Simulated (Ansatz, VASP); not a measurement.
One calculation of Mo, two programs

POSCAR

```
Mo
1.0
    2.7765430532      0.0000000000      0.0000000000
   -1.3882715266      2.4045568187      0.0000000000
    0.0000000000      0.0000000000      2.5168529895
Mo
1
Direct
    0.0000000000      0.0000000000      0.5000000000
```

INCAR.step1

```
ALGO = Normal
EDIFF = 1E-4
ENCUT = 520
GGA = PE
ISMEAR = 0
LASPH = T
LCHARG = F
LREAL = F
LWAVE = T
NBANDS = 13
NELM = 60
PREC = Accurate
SIGMA = 0.15
```

File INCAR.step2:

```
ALGO = Normal
EDIFF = 1E-6
ENCUT = 520
ISIF = 2
ISMEAR = 0
ISTART = 1
LASPH = T
LCHARG = F
LMIXTAU = T
LREAL = F
LWAVE = F
METAGGA = R2SCAN
NBANDS = 13
NELM = 60
PREC = Accurate
SIGMA = 0.15
```

File KPOINTS:

```
k-points
0
Gamma
  18 18 18
```

Input for Ansatz:

```yaml
crystal:
  lattice:
    - [2.7765430532, 0.0, 0.0]
    - [-1.3882715266, 2.4045568187, 0.0]
    - [0.0, 0.0, 2.5168529895]
  atoms:
    - { symbol: Mo, position: [0.0, 0.0, 0.5] }
basis:
  ecutwfc: 500
kpoints:
  mp_grid: { grid: [18, 18, 18] }
hamiltonian:
  xc: r2scan
scf:
  occupations: { method: gaussian, width: 0.15 }
output:
  forces: true
  stress: true
  eigenvalues: true
```

Change from the starting cell: strain +0.015 along x and y, -0.015 along z, atoms carried along.

Alike in both runs: task single point; functional r2SCAN; k mesh 18 × 18 × 18; occupations gaussian, width 0.15 eV; no spin polarisation.

|  | VASP | Ansatz |
| --- | --- | --- |
| version | VASP 6.6.1 | Ansatz 0.2.0 |
| potentials or method | VASP PAW PBE potentials, release 64 (Mo_sv), cutoff 520 eV | scalar-relativistic, plane waves, PAW |
| valence electrons in the cell | 14 | 14 |

```csv
,VASP,Ansatz,Ansatz less VASP
gap on the k mesh at the Fermi level (eV),none,none,-
pressure (GPa),-1.7,-2.7,-1.00
"traceless stress, the component that is largest in VASP (GPa)",3.23,2.91,-0.314
```

VASP's potentials were made for PBE, not for r2SCAN. A gap of «none» marks a metal or a gap that the smearing closes.
